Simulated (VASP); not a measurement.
# BN (R3m) in VASP: notebook

Runs on BN. Level: PBE. Tasks: single point.

Program: VASP 6.6.1. These are calculated values, not measurements. Logs are shortened: lines on timing, memory, paths and dates and some standing lists are left out, and cuts for length are marked.

## (1) The cell of the first run

The structure is trigonal, space group R3m (No. 160). Conventional cell: a = 2.697 Å, b = 2.697 Å, c = 6.346 Å, α = 90.00°, β = 90.00°, γ = 120.00°. B (site symmetry 3m) has 4 N at 1.59 to 1.64 Å within 2.1 Å. N (site symmetry 3m) has 4 B at 1.59 to 1.64 Å within 2.1 Å.

## (2) Single point, PBE

Contents of INCAR:

```
PREC     = Accurate       # precision mode
ENCUT    = 600            # plane-wave cutoff, eV
EDIFF    = 1E-6           # SCF threshold, eV
ISMEAR   = 0              # smearing method
SIGMA    = 0.05           # smearing width, eV
LREAL    = False          # projectors in reciprocal space
LASPH    = True           # aspherical terms in the spheres
NELM     = 120            # most SCF steps
ALGO     = Normal         # electronic algorithm
ISIF     = 2              # what is computed and relaxed
LWAVE    = False          # write WAVECAR
LCHARG   = False          # write CHGCAR
GGA      = PE             # functional
NBANDS   = 11             # bands
GGA_COMPAT= False
```

Contents of KPOINTS:

```
Automatic mesh
0
Gamma
  12 12 12
```

Contents of POSCAR:

```
BN
1.0
    0.0000000000      1.9072054043      1.9072054043
    1.9072054043      0.0000000000      1.9072054043
    1.8571094757      1.8571094757      0.0500959286
B N
1 1
Direct
    0.0000000000      0.0000000000      0.0000000000
    0.7500000000      0.7500000000      0.7500000000
```

Potentials or basis: VASP PAW PBE potentials, release 64 (B, N).

Run with:

```bash
$ cat potpaw_PBE.64/B/POTCAR potpaw_PBE.64/N/POTCAR > POTCAR
$ mpirun -np 1 vasp_std > vasp.out
```

OUTCAR:

```text
PREC = Accurate
   ENCUT = 600
   EDIFF = 1E-6
   ISMEAR = 0
   LREAL = False
   LASPH = True
   NELM = 120
   ISIF = 2
   GGA = PE

 ion  position               nearest neighbor table
   1  0.000  0.000  0.000-   2 1.59   2 1.64   2 1.64   2 1.64
   2  0.750  0.750  0.750-   1 1.59   1 1.64   1 1.64   1 1.64

  LATTYP: Found a trigonal (rhomboedric) cell.
 ALAT       =     2.6268271377
 COS(alpha) =     0.4728527458

  Lattice vectors:

 A1 = (   1.8571094757,  -0.0500959286,  -1.8571094757)
 A2 = (  -0.0500959286,   1.8571094757,  -1.8571094757)
 A3 = (   1.8571094757,   1.8571094757,   0.0500959286)

Analysis of symmetry for initial positions (statically):
=====================================================================
 Subroutine PRICEL returns:
 Original cell was already a primitive cell.

 Routine SETGRP: Setting up the symmetry group for a
 trigonal (rhombohedral) supercell.

 Subroutine GETGRP returns: Found  6 space group operations
 (whereof  6 operations were pure point group operations)
 out of a pool of 12 trial point group operations.

The static configuration has the point symmetry C_3v.

Analysis of symmetry for dynamics (positions and initial velocities):
=====================================================================
 Subroutine PRICEL returns:
 Original cell was already a primitive cell.

 Routine SETGRP: Setting up the symmetry group for a
 trigonal (rhombohedral) supercell.

 Subroutine GETGRP returns: Found  6 space group operations
 (whereof  6 operations were pure point group operations)
 out of a pool of 12 trial point group operations.

The dynamic configuration has the point symmetry C_3v.

 Subroutine INISYM returns: Found  6 space group operations
 (whereof  6 operations are pure point group operations),
 and found     1 'primitive' translations

----------------------------------------------------------------------------------------

                                     Primitive cell

  volume of cell :      13.3280

  direct lattice vectors                    reciprocal lattice vectors
     0.000000000  1.907205404  1.907205404    -0.265747991  0.258579382  0.265747991
     1.907205404  0.000000000  1.907205404     0.258579382 -0.265747991  0.265747991
     1.857109476  1.857109476  0.050095929     0.272916601  0.272916601 -0.272916601

  length of vectors
     2.697195749  2.697195749  2.626827138     0.456187776  0.456187776  0.472705419

  position of ions in fractional coordinates (direct lattice)
     0.000000000  0.000000000  0.000000000
     0.750000000  0.750000000  0.750000000

  ion indices of the primitive-cell ions
   primitive index   ion index
                 1           1
                 2           2

----------------------------------------------------------------------------------------

 KPOINTS: Automatic mesh

Automatic generation of k-mesh.
 Grid dimensions read from file:
 generate k-points for:   12   12   12

 Generating k-lattice:

  Cartesian coordinates                     Fractional coordinates (reciprocal lattice)
    -0.022145666  0.021548282  0.022145666     0.083333333  0.000000000  0.000000000
     0.021548282 -0.022145666  0.022145666     0.000000000  0.083333333  0.000000000
     0.022743050  0.022743050 -0.022743050     0.000000000  0.000000000  0.083333333

  Length of vectors
     0.038015648  0.038015648  0.039392118

  Shift w.r.t. Gamma in fractional coordinates (k-lattice)
     0.000000000  0.000000000  0.000000000

 Subroutine IBZKPT returns following result:
 ===========================================

 Found    189 irreducible k-points:

 Following reciprocal coordinates:
            Coordinates               Weight
  0.000000  0.000000  0.000000      1.000000
  0.083333  0.000000 -0.000000      6.000000
  0.166667  0.000000 -0.000000      6.000000
  0.250000  0.000000  0.000000      6.000000
  0.333333  0.000000  0.000000      6.000000
  0.416667  0.000000  0.000000      6.000000
[... 16 lines left out ...]
  0.500000  0.166667 -0.000000     12.000000
 -0.416667  0.166667 -0.000000     12.000000
 [... further k-points ...]
   k-points           NKPTS =    189   k-points in BZ     NKDIM =    189   number of bands    NBANDS=     11
   number of dos      NEDOS =    301   number of ions     NIONS =      2
   total plane-waves  NPLWV =  13824
   dimension x,y,z NGX =    24 NGY =   24 NGZ =   24
   dimension x,y,z NGXF=    48 NGYF=   48 NGZF=   48
   ions per type =               1   1
   NGX,Y,Z   is equivalent  to a cutoff of  14.79, 14.79, 15.19 a.u.
   NGXF,Y,Z  is equivalent  to a cutoff of  29.59, 29.59, 30.38 a.u.
 SYSTEM =  unknown system
   PREC   = accura    normal or accurate (medium, high low for compatibility)
   ISTART =      0    job   : 0-new  1-cont  2-samecut
   ICHARG =      2    charge: 1-file 2-atom 10-const
   ISPIN  =      1    spin polarized calculation?
   LNONCOLLINEAR =      F non collinear calculations
   LSORBIT =      F    spin-orbit coupling
   LASPH  =      T    aspherical Exc in radial PAW
   ENCUT  =  600.0 eV  44.10 Ry    6.64 a.u.   5.39  5.39  5.25*2*pi/ulx,y,z
   NELM   =    120;   NELMIN=  2; NELMDL= -5     # of ELM steps
   EDIFF  = 0.1E-05   stopping-criterion for ELM
   LREAL  =      F    real-space projection
   EDIFFG = 0.1E-04   stopping-criterion for IOM
   NSW    =      0    number of steps for IOM
   IBRION =     -1    ionic relax: 0-MD 1-quasi-New 2-CG
   NFREE  =      0    steps in history (QN), initial steepest desc. (CG)
   ISIF   =      2    stress and relaxation
   ISYM   =      2    0-nonsym 1-usesym 2-fastsym
   POTIM  = 0.5000    time-step for ionic-motion
   TEBEG  =    0.0;   TEEND  =   0.0 temperature during run
   PSTRESS=    0.0 pullay stress
   NELECT =       8.0000    total number of electrons
   NUPDOWN=      -1.0000    fix difference up-down
   EMIN   =  10.00;   EMAX   =-10.00  energy-range for DOS
   EFERMI =   0.00;   METHOD = LEGACY
   ISMEAR =     0;   SIGMA  =   0.05  broadening in eV -4-tet -1-fermi 0-gaus
   EFERMI_NEDOS =   21; number of points for ismear=-14 and -15
   IALGO  =     38    algorithm
   IMIX   =      4    mixing-type and parameters
     AMIX     =   0.40;   BMIX     =  1.00
     AMIX_MAG =   1.60;   BMIX_MAG =  1.00
  volume/ion in A,a.u.               =       6.66        44.97
  Fermi-wavevector in a.u.,A,eV,Ry     =   1.380967  2.609648 25.947244  1.907069
  Thomas-Fermi vector in A             =   2.505795
   LORBIT       =      0    0 simple, 1 ext, 2 COOP (PROOUT), +10 PAW based schemes
   GGA     = PE    functional components
   LHFCALC =     F    Hartree Fock is set to
   AEXX    =    0.0000 exact exchange contribution
   IVDW    =     0    specifies the selected vdW correction
   LEPSILON=     F    determine dielectric tensor
   LRPA    =     F    only Hartree local field effects (RPA)
 non-spin polarized calculation
 Gauss-broadening in eV      SIGMA  =   0.05
  energy-cutoff  :      600.00
  volume of cell :       13.33
 maximum number of plane-waves:       461
 NGX is ok and might be reduce to    24

 number of electron       8.0000000 magnetization

 Free energy of the ion-electron system (eV)
  ---------------------------------------------------
  ext. energy  EPLUGINS =         0.00000000
  ---------------------------------------------------
  free energy    TOTEN  =       -17.26220587 eV

  energy without entropy =      -17.26220587  energy(sigma->0) =      -17.26220587

 E-fermi :   6.3732     XC(G=0): -12.2344

 val. band max:        6.0296706190   @ k =   0.0000   0.0000   0.0000
 cond. band min:      10.2667050766   @ k =   0.5000   0.5000   0.0000
 fundamental gap:      4.2370344576
 Fermi energy:         6.3731628950

 k-point     1 :       0.0000    0.0000    0.0000
  band No.  band energies     occupation
      1     -12.9425      2.00000
      2       5.9575      2.00000
      3       5.9575      2.00000
      4       6.0297      2.00000
      5      13.7863      0.00000
      6      13.9162      0.00000
      7      13.9162      0.00000
      8      15.5667      0.00000
      9      28.5502      0.00000
     10      32.3422      0.00000
     11      32.3422      0.00000

 k-point     2 :       0.0833    0.0000   -0.0000
  band No.  band energies     occupation
      1     -12.7931      2.00000
      2       5.0815      2.00000
      3       5.8146      2.00000
      4       5.8720      2.00000
      5      13.8892      0.00000
      6      14.1470      0.00000
      7      14.5518      0.00000
      8      15.8106      0.00000
      9      28.5305      0.00000
     10      30.1855      0.00000
     11      30.7166      0.00000

 k-point     3 :       0.1667    0.0000   -0.0000
  band No.  band energies     occupation
      1     -12.3519      2.00000
      2       3.1163      2.00000
      3       5.4645      2.00000
      4       5.4923      2.00000
      5      14.1444      0.00000
      6      14.6977      0.00000
      7      15.5135      0.00000
      8      16.7067      0.00000
      9      28.3129      0.00000
     10      28.6808      0.00000
     11      29.5207      0.00000
[... 267 lines left out ...]
 k-point    23 :       0.5000    0.1667   -0.0000
  band No.  band energies     occupation
      1      -9.1763      2.00000
      2      -2.8746      2.00000
      3       2.6693      2.00000
      4       3.5754      2.00000
      5      14.4447      0.00000
      6      16.7837      0.00000
      7      17.9459      0.00000
      8      19.4222      0.00000
      9      25.2519      0.00000
     10      30.0240      0.00000
     11      31.9805      0.00000

 k-point    24 :      -0.4167    0.1667   -0.0000
  band No.  band energies     occupation
      1      -9.0623      2.00000
      2      -3.0450      2.00000
      3       2.2975      2.00000
      4       3.8281      2.00000
      5      14.8589      0.00000
      6      16.6531      0.00000
      7      17.6843      0.00000
      8      19.9916      0.00000
      9      25.4675      0.00000
     10      29.9358      0.00000
     11      30.5164      0.00000

 [... further k-points ...]

------------------------ aborting loop because EDIFF is reached ----------------------------------------

  FORCE on cell =-STRESS in cart. coord.  units (eV):
  Direction    XX          YY          ZZ          XY          YZ          ZX
  --------------------------------------------------------------------------------------
  -------------------------------------------------------------------------------------
  Total       -2.7961731     -2.7961731     -2.7961731      0.7455040     -0.7455040     -0.7455040
  in kB     -336.1318371   -336.1318371   -336.1318371     89.6180642    -89.6180642    -89.6180642
  external PRESSURE =    -336.1318371 kB  Pullay stress =       0.0000000 kB

 VOLUME and BASIS-vectors are now :
 -----------------------------------------------------------------------------
  energy-cutoff  :      600.00
  volume of cell :       13.33
      direct lattice vectors                 reciprocal lattice vectors
     0.000000000  1.907205404  1.907205404    -0.265747991  0.258579382  0.265747991
     1.907205404  0.000000000  1.907205404     0.258579382 -0.265747991  0.265747991
     1.857109476  1.857109476  0.050095929     0.272916601  0.272916601 -0.272916601

 POSITION                                       TOTAL-FORCE (eV/Angst)
 -----------------------------------------------------------------------------------
      0.00000      0.00000      0.00000         0.049664      0.049664     -0.049664
      2.82324      2.82324      2.89838        -0.049664     -0.049664      0.049664
 -----------------------------------------------------------------------------------
    total drift:                               -0.000005     -0.000005      0.000005

  FREE ENERGIE OF THE ION-ELECTRON SYSTEM (eV)
  ---------------------------------------------------
  free  energy   TOTEN  =       -17.2622058727 eV

  energy  without entropy=      -17.2622058727  energy(sigma->0) =      -17.26220587
```

Run time: 40 s. Hardware: 1 thread of Intel Xeon 8259CL, shared host; peak memory 0.15 GiB.

Results:

| Property | Result |
| --- | --- |
| Free energy | -17.2622 eV |
| Pressure | -33.6 GPa |
| Largest force | 0.086 eV/Å |
| Band gap on the k mesh | 4.24 eV, indirect (least direct gap 7.76 eV) |

Forces in eV/Å, atoms in the order of the input:
```
B    0.050  0.050 -0.050
N   -0.050 -0.050  0.050
```

## (3) Single point, PBE

This run uses another cell than the first one, of the same volume but with other edges.

Contents of INCAR:

```
PREC = Accurate
ENCUT = 600
EDIFF = 1E-6
ISMEAR = 0
SIGMA = 0.05
LREAL = False
LASPH = True
NELM = 120
ALGO = Normal
ISIF = 2
LWAVE = False
LCHARG = True
GGA = PE
LELF = True
LVHAR = True
NBANDS = 11
GGA_COMPAT = False
```

KPOINTS is that of step 2.

Contents of POSCAR:

```
BN
1.0
    0.0000000000      1.8320696138      1.8320696138
    1.8320696138      0.0000000000      1.8320696138
    1.9342990982      1.9342990982     -0.1022294844
B N
1 1
Direct
    0.0000000000      0.0000000000      0.0000000000
    0.7500000000      0.7500000000      0.7500000000
```

Potentials or basis: VASP PAW PBE potentials, release 64 (B, N).

Run with:

```bash
$ cat potpaw_PBE.64/B/POTCAR potpaw_PBE.64/N/POTCAR > POTCAR
$ mpirun -np 1 vasp_std > vasp.out
```

Run time: 40 s. Hardware: 1 thread of Intel Xeon 8259CL, shared host; peak memory 0.16 GiB.

The run converged. Its results:

```
Free energy            : -17.1770 eV
Pressure               : -31.8 GPa
Largest force          : 0.562 eV/Å
Band gap on the k mesh : 4.06 eV, indirect (least direct gap 5.83 eV)
```

Forces in eV/Å, atoms in the order of the input:
```
B   -0.325 -0.325  0.325
N    0.325  0.325 -0.325
```

Stress tensor (GPa, compression positive):
```
-31.84 -17.00  17.00
-17.00 -31.84  17.00
 17.00  17.00 -31.84
```

Levels at points of the mesh, in eV from the valence-band top:
| k point | band 2 | band 3 | band 4 | band 5 | band 6 | band 7 |
| --- | --- | --- | --- | --- | --- | --- |
| (0.00, 0.00, 0.00) | -0.39 | 0.00 | 0.00 | 5.83 | 8.79 | 8.79 |
| (0.50, 0.00, 0.00) | -9.72 | -2.04 | -1.95 | 7.57 | 9.59 | 10.47 |
| (0.50, 0.50, 0.00) | -8.31 | -4.80 | -4.03 | 4.06 | 8.64 | 15.42 |
| (0.00, 0.00, 0.50) | -9.86 | -1.30 | -1.30 | 9.85 | 10.40 | 10.40 |

A k mesh can miss the band edges. A hybrid or GW would open this gap; PBE tends to underestimate it.

## (4) Single point, PBE

Contents of INCAR:

```
PREC = Accurate
ENCUT = 600
EDIFF = 1E-6
ISMEAR = 0
SIGMA = 0.05
LREAL = F
LASPH = T
NELM = 120
ALGO = Normal
ISIF = 2
LWAVE = F
LCHARG = T
GGA = PE
LELF = T
LVHAR = T
NBANDS = 11
GGA_COMPAT = F
```

Contents of KPOINTS:

```
regular mesh
0
Gamma
  12 12 12
```

Contents of POSCAR:

```
BN
1.0
    0.0000000000      1.9328988790      1.9328988790
    1.9328988790      0.0000000000      1.9328988790
    1.8334190167      1.8334190167      0.0994798623
B N
1 1
Direct
    0.0000000000      0.0000000000      0.0000000000
    0.7500000000      0.7500000000      0.7500000000
```

Run with:

```bash
$ cat potpaw_PBE.64/B/POTCAR potpaw_PBE.64/N/POTCAR > POTCAR
$ mpirun -np 1 vasp_std > vasp.out
```

Wall time 42 s (1 thread of Intel Xeon 8259CL, shared host); peak memory 0.16 GiB.

Results (log left out):

```
Free energy            : -17.1715 eV
Pressure               : -31.6 GPa
Largest force          : 0.019 eV/Å
Band gap on the k mesh : 4.14 eV, indirect (least direct gap 7.23 eV)
```

Forces on the atoms (eV/Å):
```
B    0.011  0.011 -0.011
N   -0.011 -0.011  0.011
```

Stress tensor (GPa, compression positive):
```
-31.63  18.26 -18.26
 18.26 -31.63 -18.26
-18.26 -18.26 -31.63
```

Levels at points of the mesh, in eV from the valence-band top:
| k point | band 2 | band 3 | band 4 | band 5 | band 6 | band 7 |
| --- | --- | --- | --- | --- | --- | --- |
| (0.00, 0.00, 0.00) | -0.06 | -0.06 | 0.00 | 7.23 | 7.60 | 7.60 |
| (0.50, 0.00, 0.00) | -9.72 | -1.66 | -1.44 | 8.63 | 9.47 | 11.25 |
| (0.50, 0.50, 0.00) | -8.21 | -4.80 | -3.86 | 4.14 | 8.74 | 15.68 |
| (0.00, 0.00, 0.50) | -9.48 | -2.28 | -2.28 | 7.36 | 9.51 | 9.51 |

A k mesh can miss the band edges. PBE gaps usually lie below the measured ones, often by a third to a half.

## (5) The runs side by side

```tsv
cell	gap on the mesh (eV)	pressure (GPa)	largest force (eV/Å)
a = 2.697, b = 2.697, c = 2.627 Å, angles 59.1, 59.1, 60.0°, 2 atoms	4.24	-33.6	0.09
a = 2.591, b = 2.591, c = 2.737 Å, angles 61.8, 61.8, 60.0°, 2 atoms	4.06	-31.8	0.56
a = 2.734, b = 2.734, c = 2.595 Å, angles 58.2, 58.2, 60.0°, 2 atoms	4.14	-31.6	0.02
```

Alike in all rows: task single point; level PBE; potentials or basis VASP PAW PBE potentials, release 64 (B, N); no spin polarisation; k mesh 12 × 12 × 12; cutoff (eV) 600; smearing gaussian 0.05 eV.

Absolute energies hang on the potentials; compare differences alone.
